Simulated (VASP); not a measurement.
# PbSe (Fm-3m) in VASP: settings compared, part 2 of 2

VASP 6.6.1. Earlier steps stand in the parts before.

### Step 4. Relaxation of cell and atoms, PBE

This run uses another cell than the first one, of 22.55 Å³/atom, 0.750 times its volume.

File INCAR:

```
PREC     = Accurate       # precision mode
ENCUT    = 600            # plane-wave cutoff, eV
EDIFF    = 1E-7           # SCF threshold, eV
ISMEAR   = -1             # smearing method
SIGMA    = 0.02           # smearing width, eV
LREAL    = F              # projectors in reciprocal space
LASPH    = T              # aspherical terms in the spheres
NELM     = 60             # most SCF steps
ALGO     = Normal         # electronic algorithm
ISIF     = 3              # what is computed and relaxed
LWAVE    = F              # write WAVECAR
LCHARG   = F              # write CHGCAR
GGA      = PE             # functional
IBRION   = 2              # ionic algorithm
NSW      = 80             # ionic steps
EDIFFG   = -0.005         # ionic threshold
```

File KPOINTS:

```
regular mesh
0
Gamma
  8 8 8
```

File POSCAR:

```
PbSe
1.0
    0.0000000000      2.8250140000      2.8250140000
    2.8250140000      0.0000000000      2.8250140000
    2.8250140000      2.8250140000      0.0000000000
Pb Se
1 1
Direct
    0.0000000000      0.0000000000      0.0000000000
    0.5000000000      0.5000000000      0.5000000000
```

Potentials or basis: VASP PAW PBE potentials, release 64 (Pb_d, Se).

On the command line:

```
cat potpaw_PBE.64/Pb_d/POTCAR potpaw_PBE.64/Se/POTCAR > POTCAR
mpirun -np 1 vasp_std > vasp.out
```

OUTCAR:

```text
PREC = Accurate
   ENCUT = 600
   EDIFF = 1E-7
   ISMEAR = -1
   LREAL = F
   LASPH = T
   NELM = 60
   ISIF = 3
   GGA = PE
   IBRION = 2
   NSW = 80
   EDIFFG = -0.005

 ion  position               nearest neighbor table
   1  0.000  0.000  0.000-   2 2.83   2 2.83   2 2.83   2 2.83   2 2.83   2 2.83
   2  0.500  0.500  0.500-   1 2.83   1 2.83   1 2.83   1 2.83   1 2.83   1 2.83

  LATTYP: Found a face centered cubic cell.
 ALAT       =     5.6500280000

  Lattice vectors:

 A1 = (   0.0000000000,   2.8250140000,   2.8250140000)
 A2 = (   2.8250140000,   0.0000000000,   2.8250140000)
 A3 = (   2.8250140000,   2.8250140000,   0.0000000000)

Analysis of symmetry for initial positions (statically):
=====================================================================
 Subroutine PRICEL returns:
 Original cell was already a primitive cell.

 Routine SETGRP: Setting up the symmetry group for a
[... 189 lines left out ...]
     11      13.6637      0.00000
     12      13.6637      0.00000
     13      13.6637      0.00000
     14      14.3459      0.00000
[... 534 lines left out ...]
--------------------------------------- Ionic step        5  -------------------------------------------

 number of electron      19.9999995 magnetization

 Free energy of the ion-electron system (eV)
  ---------------------------------------------------
  ext. energy  EPLUGINS =         0.00000000
  ---------------------------------------------------
  free energy    TOTEN  =        -8.19517748 eV

  energy without entropy =       -8.19517734  energy(sigma->0) =       -8.19517741

 E-fermi :   4.6962     XC(G=0):  -9.3192

 val. band max:        4.4784771606   @ k =   0.5000   0.0000   0.0000
 cond. band min:       4.9138422587   @ k =   0.5000   0.0000   0.0000
 fundamental gap:      0.4353650981
 Fermi energy:         4.6961621337

 k-point     1 :       0.0000    0.0000    0.0000
  band No.  band energies     occupation
      1     -12.2567      2.00000
      2     -12.2567      2.00000
      3     -12.2567      2.00000
      4     -12.2506      2.00000
      5     -12.2506      2.00000
      6      -8.7031      2.00000
      7      -1.8637      2.00000
      8       2.8386      2.00000
      9       2.8386      2.00000
     10       2.8386      2.00000
     11       9.1198      0.00000
     12       9.1198      0.00000
     13       9.1198      0.00000
     14      11.1258      0.00000
[... 420 lines left out ...]
  FREE ENERGIE OF THE ION-ELECTRON SYSTEM (eV)
  ---------------------------------------------------
  free  energy   TOTEN  =        -8.1951774812 eV

  energy  without entropy=       -8.1951773419  energy(sigma->0) =       -8.19517741

 reached required accuracy - stopping structural energy minimisation
```

OSZICAR:

```text
N       E                     dE             d eps       ncg     rms          rms(c)
DAV:   1     0.167158027490E+03    0.16716E+03   -0.10937E+04   812   0.173E+03
DAV:   2     0.510858078992E+01   -0.16205E+03   -0.15853E+03   842   0.387E+02
DAV:   3    -0.722416617797E+01   -0.12333E+02   -0.12290E+02  1118   0.108E+02
[... 56 lines left out ...]
DAV:   5    -0.819517738907E+01   -0.16629E-05   -0.56160E-06  1006   0.337E-02    0.383E-03
DAV:   6    -0.819517783209E+01   -0.44303E-06   -0.47765E-07   896   0.110E-02    0.529E-04
DAV:   7    -0.819517762083E+01    0.21127E-06   -0.30571E-08   406   0.234E-03    0.307E-04
DAV:   8    -0.819517748092E+01    0.13991E-06   -0.16616E-08   406   0.234E-03    0.875E-05
DAV:   9    -0.819517748118E+01   -0.26239E-09   -0.26575E-09   406   0.523E-04
   5 F= -.81951775E+01 E0= -.81951774E+01  d E =-.965483E-04
```

Wall time 75 s (1 thread of Intel Xeon 6975P-C, shared host); peak memory 0.2 GiB.

Results:

```yaml
Free_energy: -8.1952 eV
Relaxed_volume: 30.02 Å³/atom
Relaxed_cell: a = 4.395 Å, b = 4.395 Å, c = 4.395 Å, α = 60.00°, β = 60.00°, γ = 60.00°
Space_group_after_relaxing_to_0.05_Å: Fm-3m (No. 225)
Energy_gained_by_relaxing: 450.7 meV/atom
Ionic_steps: 5
Pressure_after_relaxing: 0.0 GPa
Band_gap_on_the_k_mesh: 0.44 eV, direct
```

The path:
```
step  energy change (eV)  largest force (eV/Å)  pressure (GPa)  volume (Å³)
   1              0.0000                0.0000           25.00        45.09
   2             -0.6481                0.0000           -5.66        72.17
   3             -0.9013                0.0000            0.10        59.95
   4             -0.9013                0.0000           -0.15        60.27
   5             -0.9014                0.0000            0.02        60.04
```

Final structure:
```
Pb Se
1.0
     0.00000    3.10796    3.10796
     3.10796    0.00000    3.10796
     3.10796    3.10796    0.00000
Pb Se
1 1
Direct
  0.00000 0.00000 0.00000
  0.50000 0.50000 0.50000
```

Levels at points of the mesh, in eV from the valence-band top:
| k point | band 6 | band 7 | band 8 | band 9 | band 10 | band 11 | band 12 | band 13 | band 14 |
| --- | --- | --- | --- | --- | --- | --- | --- | --- | --- |
| (0.00, 0.00, 0.00) | -13.18 | -6.34 | -1.64 | -1.64 | -1.64 | 4.64 | 4.64 | 4.64 | 6.65 |
| (0.50, 0.00, 0.00) | -12.22 | -8.52 | -1.26 | -1.26 | 0.00 | 0.44 | 1.82 | 1.82 | 8.53 |
| (0.50, 0.50, 0.00) | -11.92 | -7.28 | -4.57 | -2.92 | -2.92 | 3.92 | 5.47 | 5.47 | 5.88 |

Caveat: the volume moved by over 15 % at a fixed basis, so the end points are rough; spin-orbit coupling is left out, which moves the levels of the heavy elements. A k mesh can miss the band edges.

### Step 5. Relaxation of cell and atoms, r2SCAN

File POSCAR:

```
PbSe
1.0
    0.0000000000      3.1086758752      3.1086758752
    3.1086758752      0.0000000000      3.1086758752
    3.1086758752      3.1086758752      0.0000000000
Pb Se
1 1
Direct
    0.0000000000      0.0000000000      0.0000000000
    0.5000000000      0.5000000000      0.5000000000
```

File INCAR.step1:

```
SYSTEM = PbSe
ALGO = Normal
EDIFF = 1E-4
ENCUT = 600
GGA = PE
ISMEAR = -1
LASPH = .True.
LCHARG = .False.
LREAL = .False.
LWAVE = .True.
NELM = 60
PREC = Accurate
SIGMA = 0.02
```

File INCAR.step2:

```
SYSTEM = PbSe
ALGO = Normal
EDIFF = 1E-6
EDIFFG = -0.005
ENCUT = 600
IBRION = 2
ISIF = 3
ISMEAR = -1
ISTART = 1
LASPH = .True.
LCHARG = .False.
LMIXTAU = .True.
LREAL = .False.
LWAVE = .False.
METAGGA = R2SCAN
NELM = 60
NSW = 80
PREC = Accurate
SIGMA = 0.02
```

File KPOINTS:

```
k-points
0
Gamma
  6 6 6
  0 0 0
```

On the command line:

```
cat potpaw_PBE.64/Pb_d/POTCAR potpaw_PBE.64/Se/POTCAR > POTCAR
cp INCAR.step1 INCAR
mpirun -np 1 vasp_std > vasp.out
cp INCAR.step2 INCAR
mpirun -np 1 vasp_std > vasp.out
```

Run time: 2.8 min. Hardware: 1 thread of Intel Xeon 6975P-C, shared host; peak memory 0.24 GiB.

Results (log left out):

```
Free energy                            : -71.9421 eV
Relaxed volume                         : 29.48 Å³/atom
Relaxed cell                           : a = 4.369 Å, b = 4.369 Å, c = 4.369 Å, α = 60.00°, β = 60.00°, γ = 60.00°
Space group after relaxing (to 0.05 Å) : Fm-3m (No. 225)
Energy gained by relaxing              : 1.7 meV/atom
Ionic steps                            : 3
Pressure after relaxing                : 0.0 GPa
Band gap on the k mesh                 : 0.67 eV, direct
```

Step by step:
```tsv
step	energy change (eV)	largest force (eV/Å)	pressure (GPa)	volume (Å³)
1	0.0000	0.0000	-0.94	60.08
2	-0.0030	0.0000	0.35	58.56
3	-0.0034	0.0000	0.01	58.95
```

Final structure:
```yaml
crystal:
  lattice:
    - [0.00000, 3.08900, 3.08900]
    - [3.08900, 0.00000, 3.08900]
    - [3.08900, 3.08900, 0.00000]
  atoms:
    - { symbol: Pb, position: [0.00000, 0.00000, 0.00000] }
    - { symbol: Se, position: [0.50000, 0.50000, 0.50000] }
```

Levels at points of the mesh, in eV from the valence-band top:
| k point | band 8 | band 9 | band 10 | band 11 | band 12 | band 13 |
| --- | --- | --- | --- | --- | --- | --- |
| (0.00, 0.00, 0.00) | -1.87 | -1.87 | -1.87 | 5.00 | 5.00 | 5.00 |
| (0.50, 0.00, 0.00) | -1.48 | -1.48 | 0.00 | 0.67 | 2.00 | 2.00 |
| (0.50, 0.50, 0.00) | -4.89 | -3.19 | -3.19 | 4.16 | 5.91 | 5.91 |

Caveat: the PAW data sets were made with another functional, which shifts forces and pressure a little; spin-orbit coupling is left out, which moves the levels of the heavy elements. A k mesh can miss the band edges.

### Step 6. The runs side by side

```csv
task,level,cell,k mesh,cutoff (eV),smearing,gap on the mesh (eV),pressure (GPa),relaxed volume (Å³/atom)
single point,PBE,"a = 4.396 Å, angles 60.0°, 2 atoms",8 × 8 × 8,520,fermi-dirac 0.02 eV,0.44,0.0,-
single point,r2SCAN,"a = 4.368 Å, angles 60.0°, 2 atoms",8 × 8 × 8,520,gaussian 0.01 eV,0.67,0.0,-
relaxation of cell and atoms,PBE,"relaxed from a = 3.995 Å, angles 60.0°, 2 atoms",8 × 8 × 8,600,fermi-dirac 0.02 eV,0.44,0.0,30.02
relaxation of cell and atoms,r2SCAN,"relaxed from a = 4.396 Å, angles 60.0°, 2 atoms",6 × 6 × 6,600,fermi-dirac 0.02 eV,0.67,0.0,29.48
```

Alike in all rows: potentials or basis VASP PAW PBE potentials, release 64 (Pb_d, Se); no spin polarisation.

Caveats: spin-orbit coupling is left out, which moves the levels of the heavy elements; the PAW data sets were made with another functional, which shifts forces and pressure a little (some runs); the volume moved by over 15 % at a fixed basis, so the end points are rough (some runs).

Absolute energies hang on the potentials; compare differences alone.
